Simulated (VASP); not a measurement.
# Zn5CdS6 in VASP: further runs

The runs below take Zn5CdS6 through single point, with PBE.

Program: VASP 6.6.1. These are calculated values, not measurements. Logs are shortened: lines on timing, memory, paths and dates and some standing lists are left out, and cuts for length are marked.

### Step 1. The cell of the first run

Symmetry: P31m, No. 157, trigonal system. Conventional cell: a = 6.758 Å, b = 6.758 Å, c = 6.387 Å, α = 90.00°, β = 90.00°, γ = 120.00°. Within 3.1 Å of Zn (site symmetry m) lie 4 S at 2.36 to 2.38 Å. Within 3.1 Å of Zn (site symmetry 3) lie 4 S at 2.34 to 2.37 Å. Cd (site symmetry 3m) has 4 S at 2.54 to 2.56 Å within 3.4 Å. Within 3.1 Å of S (site symmetry m) lie 3 Zn at 2.34 to 2.36 Å and 1 Cd at 2.54 Å. Within 3.1 Å of S (site symmetry 3m) lie 3 Zn at 2.38 Å and 1 Cd at 2.56 Å. S (site symmetry 3) has 4 Zn at 2.37 to 2.38 Å within 3.1 Å.

### Step 2. Single point, PBE

File INCAR:

```
SYSTEM = Zn5CdS6
ALGO = Normal
EDIFF = 1E-6
ENCUT = 520
GGA = PE
ISIF = 2
ISMEAR = 0
LASPH = .TRUE.
LCHARG = .TRUE.
LELF = .TRUE.
LREAL = .FALSE.
LVHAR = .TRUE.
LWAVE = .FALSE.
NBANDS = 66
NELM = 100
PREC = Accurate
SIGMA = 0.1
```

File KPOINTS:

```
k-points
0
G
  2 3 3
  0 0 0
```

File POSCAR:

```
Zn5CdS6
1.0
    0.0000000000      0.0000000000      6.3871778000
    6.7584826947      0.0000000289      0.0000000000
   -3.3792413723      5.8530176902      0.0000000000
Zn Cd S
5 1 6
Direct
    0.9996030000      0.6605510000      0.0000000000
    0.9996030000      0.3394490000      0.3394490000
    0.9996030000      0.0000000000      0.6605510000
    0.5003830000      0.6666666667      0.3333333333
    0.5003830000      0.3333333333      0.6666666667
    0.5007160000      0.0000000000      0.0000000000
    0.3689550000      0.6453990000      1.0000000000
    0.3689550000      0.3546010000      0.3546010000
    0.3689550000      0.0000000000      0.6453990000
    0.9007390000      0.0000000000      0.0000000000
    0.8710520000      0.6666666667      0.3333333333
    0.8710520000      0.3333333333      0.6666666667
```

Potentials or basis: VASP PAW PBE potentials, release 64 (Zn, Cd, S).

Launch:

```
$ cat potpaw_PBE.64/Zn/POTCAR potpaw_PBE.64/Cd/POTCAR potpaw_PBE.64/S/POTCAR > POTCAR
$ mpirun -np 1 vasp_std > vasp.out
```

OUTCAR:

```text
SYSTEM = Zn5CdS6
   EDIFF = 1E-6
   ENCUT = 520
   GGA = PE
   ISIF = 2
   ISMEAR = 0
   LASPH = .TRUE.
   LREAL = .FALSE.
   NELM = 100
   PREC = Accurate

 ion  position               nearest neighbor table
   1  1.000  0.661  0.000-   7 2.36  11 2.38  12 2.38  10 2.38
   2  1.000  0.339  0.339-   8 2.36  12 2.38  11 2.38  10 2.38
   3  1.000  0.000  0.661-   9 2.36  12 2.38  11 2.38  10 2.38
   4  0.500  0.667  0.333-   7 2.34   9 2.34   8 2.34  11 2.37
   5  0.500  0.333  0.667-   9 2.34   7 2.34   8 2.34  12 2.37
   6  0.501  0.000  0.000-   9 2.54   7 2.54   8 2.54  10 2.56
   7  0.369  0.645  0.000-   4 2.34   5 2.34   1 2.36   6 2.54
   8  0.369  0.355  0.355-   5 2.34   4 2.34   2 2.36   6 2.54
   9  0.369  0.000  0.645-   5 2.34   4 2.34   3 2.36   6 2.54
  10  0.901  0.000  0.000-   3 2.38   1 2.38   2 2.38   6 2.56
  11  0.871  0.667  0.333-   4 2.37   1 2.38   3 2.38   2 2.38
  12  0.871  0.333  0.667-   5 2.37   3 2.38   1 2.38   2 2.38

  LATTYP: Found a hexagonal cell.
 ALAT       =     6.7584826947
 C/A-ratio  =     0.9450609092

  Lattice vectors:

 A1 = (   6.7584826947,   0.0000000289,   0.0000000000)
 A2 = (  -3.3792413723,   5.8530176902,   0.0000000000)
 A3 = (   0.0000000000,   0.0000000000,   6.3871778000)

Analysis of symmetry for initial positions (statically):
=====================================================================
 Subroutine PRICEL returns:
 Original cell was already a primitive cell.

 Routine SETGRP: Setting up the symmetry group for a
 hexagonal supercell.

 Subroutine GETGRP returns: Found  6 space group operations
 (whereof  6 operations were pure point group operations)
 out of a pool of 24 trial point group operations.

The static configuration has the point symmetry C_3v.

Analysis of symmetry for dynamics (positions and initial velocities):
=====================================================================
 Subroutine PRICEL returns:
 Original cell was already a primitive cell.

 Routine SETGRP: Setting up the symmetry group for a
 hexagonal supercell.

 Subroutine GETGRP returns: Found  6 space group operations
 (whereof  6 operations were pure point group operations)
 out of a pool of 24 trial point group operations.

The dynamic configuration has the point symmetry C_3v.

 Subroutine INISYM returns: Found  6 space group operations
 (whereof  6 operations are pure point group operations),
 and found     1 'primitive' translations

----------------------------------------------------------------------------------------

                                     Primitive cell

  volume of cell :     252.6609

  direct lattice vectors                    reciprocal lattice vectors
     0.000000000  0.000000000  6.387177800     0.000000000  0.000000000  0.156563670
     6.758482695  0.000000029  0.000000000     0.147962204  0.085426019  0.000000000
    -3.379241372  5.853017690  0.000000000    -0.000000001  0.170852037  0.000000000

  length of vectors
     6.387177800  6.758482695  6.758482695     0.156563670  0.170852037  0.170852037

  position of ions in fractional coordinates (direct lattice)
     0.999603000  0.660551000  1.000000000
     0.999603000  0.339449000  0.339449000
     0.999603000  0.000000000  0.660551000
     0.500383000  0.666666667  0.333333333
     0.500383000  0.333333333  0.666666667
     0.500716000  0.000000000  0.000000000
     0.368955000  0.645399000  1.000000000
     0.368955000  0.354601000  0.354601000
     0.368955000  0.000000000  0.645399000
     0.900739000  0.000000000  0.000000000
     0.871052000  0.666666667  0.333333333
     0.871052000  0.333333333  0.666666667

  ion indices of the primitive-cell ions
   primitive index   ion index
                 1           1
                 2           2
                 3           3
                 4           4
                 5           5
                 6           6
                 7           7
                 8           8
                 9           9
                10          10
                11          11
                12          12

----------------------------------------------------------------------------------------

 KPOINTS: k-points

Automatic generation of k-mesh.
 Grid dimensions read from file:
 generate k-points for:    2    3    3

 Generating k-lattice:

  Cartesian coordinates                     Fractional coordinates (reciprocal lattice)
     0.000000000  0.000000000  0.078281835     0.500000000  0.000000000  0.000000000
     0.049320735  0.028475340  0.000000000     0.000000000  0.333333333  0.000000000
    -0.000000000  0.056950679  0.000000000     0.000000000  0.000000000  0.333333333

  Length of vectors
     0.078281835  0.056950679  0.056950679

  Shift w.r.t. Gamma in fractional coordinates (k-lattice)
     0.000000000  0.000000000  0.000000000

 Subroutine IBZKPT returns following result:
 ===========================================

 Found      6 irreducible k-points:

 Following reciprocal coordinates:
            Coordinates               Weight
  0.000000  0.000000  0.000000      1.000000
  0.500000  0.000000  0.000000      1.000000
  0.000000  0.333333 -0.000000      6.000000
  0.500000  0.333333 -0.000000      6.000000
  0.000000  0.333333  0.333333      2.000000
  0.500000  0.333333  0.333333      2.000000
   k-points           NKPTS =      6   k-points in BZ     NKDIM =      6   number of bands    NBANDS=     66
   number of dos      NEDOS =    301   number of ions     NIONS =     12
   total plane-waves  NPLWV = 120000
   dimension x,y,z NGX =    48 NGY =   50 NGZ =   50
   dimension x,y,z NGXF=    96 NGYF=  100 NGZF=  100
   ions per type =               5   1   6
   NGX,Y,Z   is equivalent  to a cutoff of  12.49, 12.30, 12.30 a.u.
   NGXF,Y,Z  is equivalent  to a cutoff of  24.99, 24.60, 24.60 a.u.
 SYSTEM =  Zn5CdS6
   PREC   = accura    normal or accurate (medium, high low for compatibility)
   ISTART =      0    job   : 0-new  1-cont  2-samecut
   ICHARG =      2    charge: 1-file 2-atom 10-const
   ISPIN  =      1    spin polarized calculation?
   LNONCOLLINEAR =      F non collinear calculations
   LSORBIT =      F    spin-orbit coupling
   LASPH  =      T    aspherical Exc in radial PAW
   ENCUT  =  520.0 eV  38.22 Ry    6.18 a.u.  11.88 12.57 12.57*2*pi/ulx,y,z
   NELM   =    100;   NELMIN=  2; NELMDL= -5     # of ELM steps
   EDIFF  = 0.1E-05   stopping-criterion for ELM
   LREAL  =      F    real-space projection
   EDIFFG = 0.1E-04   stopping-criterion for IOM
   NSW    =      0    number of steps for IOM
   IBRION =     -1    ionic relax: 0-MD 1-quasi-New 2-CG
   NFREE  =      0    steps in history (QN), initial steepest desc. (CG)
   ISIF   =      2    stress and relaxation
   ISYM   =      2    0-nonsym 1-usesym 2-fastsym
   POTIM  = 0.5000    time-step for ionic-motion
   TEBEG  =    0.0;   TEEND  =   0.0 temperature during run
   PSTRESS=    0.0 pullay stress
   NELECT =     108.0000    total number of electrons
   NUPDOWN=      -1.0000    fix difference up-down
   EMIN   =  10.00;   EMAX   =-10.00  energy-range for DOS
   EFERMI =   0.00;   METHOD = LEGACY
   ISMEAR =     0;   SIGMA  =   0.10  broadening in eV -4-tet -1-fermi 0-gaus
   EFERMI_NEDOS =   21; number of points for ismear=-14 and -15
   IALGO  =     38    algorithm
   IMIX   =      4    mixing-type and parameters
     AMIX     =   0.40;   BMIX     =  1.00
     AMIX_MAG =   1.60;   BMIX_MAG =  1.00
  volume/ion in A,a.u.               =      21.06       142.09
  Fermi-wavevector in a.u.,A,eV,Ry     =   1.233209  2.330427 20.691805  1.520805
  Thomas-Fermi vector in A             =   2.367949
   LORBIT       =      0    0 simple, 1 ext, 2 COOP (PROOUT), +10 PAW based schemes
   GGA     = PE    functional components
   LHFCALC =     F    Hartree Fock is set to
   AEXX    =    0.0000 exact exchange contribution
   IVDW    =     0    specifies the selected vdW correction
   LEPSILON=     F    determine dielectric tensor
   LRPA    =     F    only Hartree local field effects (RPA)
 non-spin polarized calculation
 Gauss-broadening in eV      SIGMA  =   0.10
  energy-cutoff  :      520.00
  volume of cell :      252.66
 maximum number of plane-waves:      6834
 NGX is ok and might be reduce to    48
   NGX = 23   NGY = 25   NGZ = 25

 number of electron     108.0000078 magnetization

 Free energy of the ion-electron system (eV)
  ---------------------------------------------------
  ext. energy  EPLUGINS =         0.00000000
  ---------------------------------------------------
  free energy    TOTEN  =       -40.30052529 eV

  energy without entropy =      -40.30052529  energy(sigma->0) =      -40.30052529

 E-fermi :   2.2150     XC(G=0):  -9.4283

 val. band max:        1.7591073896   @ k =   0.0000   0.0000   0.0000
 cond. band min:       3.5982041119   @ k =   0.0000   0.0000   0.0000
 fundamental gap:      1.8390967223
 Fermi energy:         2.2149656958

 k-point     1 :       0.0000    0.0000    0.0000
  band No.  band energies     occupation
      1     -11.1058      2.00000
      2     -10.3006      2.00000
      3     -10.1158      2.00000
      4     -10.1086      2.00000
      5     -10.1086      2.00000
      6     -10.0744      2.00000
[... 58 lines left out ...]
     65       8.3693      0.00000
     66       9.2606      0.00000

 k-point     2 :       0.5000    0.0000    0.0000
  band No.  band energies     occupation
      1     -10.7679      2.00000
      2     -10.6946      2.00000
      3     -10.1030      2.00000
      4     -10.0973      2.00000
      5     -10.0973      2.00000
      6     -10.0511      2.00000
[... 265 lines left out ...]
     65       8.3076      0.00000
     66       8.4358      0.00000

 k-point     6 :       0.5000    0.3333    0.3333
  band No.  band energies     occupation
      1     -10.3704      2.00000
      2     -10.3704      2.00000
      3     -10.3382      2.00000
      4     -10.3382      2.00000
      5     -10.3200      2.00000
      6     -10.1516      2.00000
[... 58 lines left out ...]
     65       7.5537      0.00000
     66       7.5537      0.00000

------------------------ aborting loop because EDIFF is reached ----------------------------------------

  FORCE on cell =-STRESS in cart. coord.  units (eV):
  Direction    XX          YY          ZZ          XY          YZ          ZX
  --------------------------------------------------------------------------------------
  -------------------------------------------------------------------------------------
  Total        0.2742159      0.2742159      0.2271871      0.0000000     -0.0000000      0.0000000
  in kB        1.7388623      1.7388623      1.4406425      0.0000000     -0.0000000      0.0000000
  external PRESSURE =       1.6394557 kB  Pullay stress =       0.0000000 kB

 VOLUME and BASIS-vectors are now :
 -----------------------------------------------------------------------------
  energy-cutoff  :      520.00
  volume of cell :      252.66
      direct lattice vectors                 reciprocal lattice vectors
     0.000000000  0.000000000  6.387177800     0.000000000  0.000000000  0.156563670
     6.758482695  0.000000029  0.000000000     0.147962204  0.085426019  0.000000000
    -3.379241372  5.853017690  0.000000000    -0.000000001  0.170852037  0.000000000

 POSITION                                       TOTAL-FORCE (eV/Angst)
 -----------------------------------------------------------------------------------
      4.46432      0.00000      6.38464        -0.002727     -0.000000     -0.003943
      1.14708      1.98680      6.38464         0.001363      0.002361     -0.003943
     -2.23216      3.86622      6.38464         0.001363     -0.002361     -0.003943
      3.37924      1.95101      3.19604        -0.000000     -0.000000      0.013745
     -0.00000      3.90201      3.19604        -0.000000     -0.000000      0.013745
      0.00000      0.00000      3.19816        -0.000000     -0.000000      0.004646
      4.36192      0.00000      2.35658        -0.005754     -0.000000     -0.013111
      1.19828      2.07549      2.35658         0.002877      0.004983     -0.013111
     -2.18096      3.77753      2.35658         0.002877     -0.004983     -0.013111
      0.00000      0.00000      5.75318        -0.000000     -0.000000      0.016888
      3.37924      1.95101      5.56356        -0.000000     -0.000000      0.001069
     -0.00000      3.90201      5.56356        -0.000000     -0.000000      0.001069
 -----------------------------------------------------------------------------------
    total drift:                                0.000012     -0.000012     -0.001174

  FREE ENERGIE OF THE ION-ELECTRON SYSTEM (eV)
  ---------------------------------------------------
  free  energy   TOTEN  =       -40.3005252912 eV

  energy  without entropy=      -40.3005252912  energy(sigma->0) =      -40.30052529
```

It took 2.2 min on 1 thread of AMD EPYC 7R13 (Zen 3), shared host; peak memory 0.34 GiB.

What came out:

| Item | Value |
| --- | --- |
| Free energy | -40.3005 eV |
| Pressure | 0.2 GPa |
| Largest force | 0.017 eV/Å |
| Band gap on the k mesh | 1.84 eV |

Forces in eV/Å, atoms in the order of the input:
```
Zn  -0.003  0.000 -0.004
Zn   0.001  0.002 -0.004
Zn   0.001 -0.002 -0.004
Zn   0.000  0.000  0.014
Zn   0.000  0.000  0.014
Cd   0.000  0.000  0.005
S   -0.006  0.000 -0.013
S    0.003  0.005 -0.013
S    0.003 -0.005 -0.013
S    0.000  0.000  0.017
S    0.000  0.000  0.001
S    0.000  0.000  0.001
```

Caveat: the k points lie up to 0.49 Å⁻¹ apart.

[end of part 1 of 2]
